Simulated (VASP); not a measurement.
# TlBr (Pm-3m) in VASP: elastic constants with LDA

Aim: the elastic constants of TlBr with LDA.

Program: VASP 6.6.1. These are calculated values, not measurements. Logs are shortened: lines on timing, memory, paths and dates and some standing lists are left out, and cuts for length are marked.

## 1. The cell of the first run

Symmetry: Pm-3m, No. 221, cubic system. Conventional cell: a = 3.506 Å, b = 3.506 Å, c = 3.506 Å, α = 90.00°, β = 90.00°, γ = 90.00°. Tl (site symmetry m-3m) has 8 Br at 3.04 Å and 6 Tl at 3.51 Å within 4.0 Å. Br (site symmetry m-3m) has 8 Tl at 3.04 Å and 6 Br at 3.51 Å within 4.0 Å.

## 2. Elastic constants, LDA

The input, INCAR:

```
SYSTEM = TlBr
PREC = Accurate
ENCUT = 500
EDIFF = 1E-8
ISMEAR = -1
SIGMA = 0.15
LREAL = .False.
LASPH = .True.
NELM = 120
ALGO = Normal
ISIF = 3
LWAVE = .False.
LCHARG = .False.
IBRION = 6
NFREE = 2
POTIM = 0.015
NSW = 1
GGA_COMPAT = .False.
```

The input, KPOINTS:

```
Automatic mesh
0
Gamma
  12 12 12
  0 0 0
```

The input, POSCAR:

```
TlBr
1.0
    3.5062831573      0.0000000000      0.0000000000
    0.0000000000      3.5062831573      0.0000000000
    0.0000000000      0.0000000000      3.5062831573
Tl Br
1 1
Direct
    0.0000000000      0.0000000000      0.0000000000
    0.5000000000      0.5000000000      0.5000000000
```

Potentials or basis: VASP PAW LDA potentials, release 64 (Tl_d, Br).

The run is started by

```bash
cat potpaw_LDA.64/Tl_d/POTCAR potpaw_LDA.64/Br/POTCAR > POTCAR
mpirun -np 1 vasp_std > vasp.out
```

OUTCAR:

```text
SYSTEM = TlBr
   PREC = Accurate
   ENCUT = 500
   EDIFF = 1E-8
   ISMEAR = -1
   LREAL = .False.
   LASPH = .True.
   NELM = 120
   ISIF = 3
   IBRION = 6
   NFREE = 2
   POTIM = 0.015
   NSW = 1

 ion  position               nearest neighbor table
   1  0.000  0.000  0.000-   2 3.04   2 3.04   2 3.04   2 3.04   2 3.04   2 3.04   2 3.04   2 3.04

   2  0.500  0.500  0.500-   1 3.04   1 3.04   1 3.04   1 3.04   1 3.04   1 3.04   1 3.04   1 3.04

  LATTYP: Found a simple cubic cell.
 ALAT       =     3.5062831573

  Lattice vectors:

 A1 = (   3.5062831573,   0.0000000000,   0.0000000000)
 A2 = (   0.0000000000,   3.5062831573,   0.0000000000)
 A3 = (   0.0000000000,   0.0000000000,   3.5062831573)

Analysis of symmetry for initial positions (statically):
=====================================================================
 Subroutine PRICEL returns:
 Original cell was already a primitive cell.

 Routine SETGRP: Setting up the symmetry group for a
 simple cubic supercell.

 Subroutine GETGRP returns: Found 48 space group operations
 (whereof 48 operations were pure point group operations)
 out of a pool of 48 trial point group operations.

The static configuration has the point symmetry O_h .

Analysis of symmetry for dynamics (positions and initial velocities):
=====================================================================
 Subroutine PRICEL returns:
 Original cell was already a primitive cell.

 Routine SETGRP: Setting up the symmetry group for a
 simple cubic supercell.

 Subroutine GETGRP returns: Found 48 space group operations
 (whereof 48 operations were pure point group operations)
 out of a pool of 48 trial point group operations.

The dynamic configuration has the point symmetry O_h .

 Subroutine INISYM returns: Found 48 space group operations
 (whereof 48 operations are pure point group operations),
 and found     1 'primitive' translations

----------------------------------------------------------------------------------------

                                     Primitive cell

  volume of cell :      43.1063

  direct lattice vectors                    reciprocal lattice vectors
     3.506283157  0.000000000  0.000000000     0.285202294  0.000000000  0.000000000
     0.000000000  3.506283157  0.000000000     0.000000000  0.285202294  0.000000000
     0.000000000  0.000000000  3.506283157     0.000000000  0.000000000  0.285202294

  length of vectors
     3.506283157  3.506283157  3.506283157     0.285202294  0.285202294  0.285202294

  position of ions in fractional coordinates (direct lattice)
     0.000000000  0.000000000  0.000000000
     0.500000000  0.500000000  0.500000000

  ion indices of the primitive-cell ions
   primitive index   ion index
                 1           1
                 2           2

----------------------------------------------------------------------------------------

 KPOINTS: Automatic mesh

Automatic generation of k-mesh.
 Grid dimensions read from file:
 generate k-points for:   12   12   12

 Generating k-lattice:

  Cartesian coordinates                     Fractional coordinates (reciprocal lattice)
     0.023766858  0.000000000  0.000000000     0.083333333  0.000000000  0.000000000
     0.000000000  0.023766858  0.000000000     0.000000000  0.083333333  0.000000000
     0.000000000  0.000000000  0.023766858     0.000000000  0.000000000  0.083333333

[... 112 lines left out ...]
  -------------------------------------------------------------------------------------
  Total        4.8940927      4.8940927      4.8940927     -0.0000000      0.0000000     -0.0000000
  in kB      181.9038178    181.9038178    181.9038178     -0.0000000      0.0000000     -0.0000000
  external PRESSURE =     181.9038178 kB  Pullay stress =       0.0000000 kB
[... 89 lines left out ...]
  FREE ENERGIE OF THE ION-ELECTRON SYSTEM (eV)
  ---------------------------------------------------
  free  energy   TOTEN  =        -5.8853135563 eV

  energy  without entropy=       -5.8741098237  energy(sigma->0) =       -5.87971169

[... ionic steps 4 to 14 ...]

--------------------------------------- Ionic step       15  -------------------------------------------

 number of electron      20.0000000 magnetization

------------------------ aborting loop because EDIFF is reached ----------------------------------------
[... 67 lines left out ...]
--------------------------------------- Ionic step       17  -------------------------------------------

 number of electron      20.0000001 magnetization

 Free energy of the ion-electron system (eV)
  ---------------------------------------------------
  ext. energy  EPLUGINS =         0.00000000
  ---------------------------------------------------
  free energy    TOTEN  =        -5.96230793 eV

  energy without entropy =       -5.95249002  energy(sigma->0) =       -5.95739897

 E-fermi :   7.4102     XC(G=0): -11.2171

 val. band max:        7.2697046577   @ k =   0.5000   0.5000   0.5000
 cond. band min:       7.5140356206   @ k =   0.4167   0.5000   0.4167
 fundamental gap:      0.2443309629
 Fermi energy:         7.4102394023

 k-point     1 :       0.0000    0.0000    0.0000
  band No.  band energies     occupation
      1      -9.3986      2.00000
      2      -4.1585      2.00000
      3      -4.1584      2.00000
      4      -3.6303      2.00000
      5      -3.6303      2.00000
      6      -3.6303      2.00000
      7       1.6215      2.00000
      8       4.0355      2.00000
      9       4.0355      2.00000
     10       4.0363      2.00000
     11      12.9074      0.00000
     12      12.9098      0.00000
     13      15.9599      0.00000
     14      15.9603      0.00000
[... 377 lines left out ...]
      1      -8.4560      2.00000
      2      -3.9997      2.00000
      3      -3.7951      2.00000
      4      -3.7444      2.00000
      5      -3.6579      2.00000
      6      -3.5849      2.00000
      7      -0.0027      2.00000
      8       1.7551      2.00000
      9       4.4515      2.00000
     10       5.1732      2.00000
     11      10.9688      0.00000
     12      12.6044      0.00000
     13      14.2579      0.00000
     14      15.3860      0.00000

 [... further k-points ...]

------------------------ aborting loop because EDIFF is reached ----------------------------------------

  FORCE on cell =-STRESS in cart. coord.  units (eV):
  Direction    XX          YY          ZZ          XY          YZ          ZX
  --------------------------------------------------------------------------------------
  -------------------------------------------------------------------------------------
  Total        4.8941617      4.8956050      4.8956050      0.0000000     -0.0000000     -0.0000000
  in kB      181.9063832    181.9600267    181.9600267      0.0000000     -0.0000000     -0.0000000
  external PRESSURE =     181.9421455 kB  Pullay stress =       0.0000000 kB
[... 17 lines left out ...]
  FREE ENERGIE OF THE ION-ELECTRON SYSTEM (eV)
  ---------------------------------------------------
  free  energy   TOTEN  =        -5.9623079255 eV

  energy  without entropy=       -5.9524900244  energy(sigma->0) =       -5.95739897

 INTERNAL STRAIN TENSORS FROM STRAINED CELLS
 ============================================

 INTERNAL STRAIN TENSOR FOR ION    1 for displacements in x,y,z  (eV/Angst):
          X           Y           Z          XY          YZ          ZX
  --------------------------------------------------------------------------------
  x     0.00000     0.00000     0.00000     0.00000     0.00000    -0.00000
  y     0.00000     0.00000     0.00000     0.00000     0.00000     0.00000
  z     0.00000     0.00000     0.00000     0.00000     0.00000     0.00000

 INTERNAL STRAIN TENSORS FROM DISPLACED ATOMS
 ============================================

 INTERNAL STRAIN TENSOR FOR ION    1 for displacements in x,y,z  (eV/Angst):
          X           Y           Z          XY          YZ          ZX
  --------------------------------------------------------------------------------
  x     0.00000     0.00000     0.00000     0.00000     0.00000     0.00000
  y     0.00000     0.00000     0.00000     0.00000     0.00000     0.00000
  z     0.00000     0.00000     0.00000     0.00000     0.00000     0.00000

 INTERNAL STRAIN TENSOR FOR ION    2 for displacements in x,y,z  (eV/Angst):
          X           Y           Z          XY          YZ          ZX
  --------------------------------------------------------------------------------
  x     0.00000     0.00000     0.00000     0.00000     0.00000     0.00000
  y     0.00000     0.00000     0.00000     0.00000     0.00000     0.00000
  z     0.00000     0.00000     0.00000     0.00000     0.00000     0.00000

 Eigenvectors and eigenvalues of the dynamical matrix
 ----------------------------------------------------

   1 f  =    3.599887 THz    22.618757 2PiTHz  120.079305 cm-1    14.887930 meV
             X         Y         Z           dx          dy          dz
      0.000000  0.000000  0.000000     0.000000   -0.530558    0.000000
      1.753142  1.753142  1.753142     0.000000    0.847649    0.000000
[... 21 lines left out ...]
   6 f/i=    0.001683 THz     0.010572 2PiTHz    0.056126 cm-1     0.006959 meV
             X         Y         Z           dx          dy          dz
      0.000000  0.000000  0.000000     0.847649    0.000000    0.000000
      1.753142  1.753142  1.753142     0.530558   -0.000000    0.000000

--------------------------------------------------------------------------------------------------------

 ELASTIC MODULI CONTR FROM IONIC RELAXATION (kBar)
 Direction    XX          YY          ZZ          XY          YZ          ZX
 --------------------------------------------------------------------------------
 XX           0.0000      0.0000      0.0000      0.0000      0.0000      0.0000
 YY           0.0000      0.0000      0.0000      0.0000      0.0000      0.0000
 ZZ           0.0000      0.0000      0.0000      0.0000      0.0000      0.0000
 XY           0.0000      0.0000      0.0000      0.0000      0.0000      0.0000
 YZ           0.0000      0.0000      0.0000      0.0000      0.0000      0.0000
 ZX           0.0000      0.0000      0.0000      0.0000      0.0000      0.0000
 --------------------------------------------------------------------------------

 TOTAL ELASTIC MODULI (kBar)
 Direction    XX          YY          ZZ          XY          YZ          ZX
 --------------------------------------------------------------------------------
 XX        1083.9616    826.5209    826.5209     -0.0000      0.0000     -0.0000
 YY         826.5209   1083.9616    826.5209     -0.0000     -0.0000      0.0000
 ZZ         826.5209    826.5209   1083.9616      0.0000      0.0000      0.0000
 XY          -0.0000     -0.0000      0.0000    534.3099      0.0000      0.0000
 YZ           0.0000     -0.0000      0.0000      0.0000    534.3099      0.0000
 ZX          -0.0000      0.0000      0.0000      0.0000      0.0000    534.3099
 --------------------------------------------------------------------------------
```

Wall time 11 min (1 thread of Intel Xeon 6975P-C (Granite Rapids), shared host); peak memory 0.57 GiB.

What came out:

```yaml
Elastic_constants_C11_C12_C44: 108, 83, 53 GPa
Voigt_bulk_modulus: 91 GPa
Highest_phonon_frequency_at_Γ_LO-TO_splitting_left_out: 120 cm⁻¹
```

Phonon frequencies in cm⁻¹ (negative: imaginary):
| q point | frequencies |
| --- | --- |
| (0.000, 0.000, 0.000) | 0 0 0 120 120 120 |

Elastic tensor in Voigt notation (GPa, in the Cartesian axes of the cell as first typed):
```
108  83  83   0   0   0
 83 108  83   0   0   0
 83  83 108   0   0   0
  0   0   0  53   0   0
  0   0   0   0  53   0
  0   0   0   0   0  53
```

Clamped-ion elastic tensor (GPa):
```
108  83  83   0   0   0
 83 108  83   0   0   0
 83  83 108   0   0   0
  0   0   0  53   0   0
  0   0   0   0  53   0
  0   0   0   0   0  53
```

Caveat: the cell is under stress, which shifts elastic constants; spin-orbit coupling is left out, which moves the levels of the heavy elements.
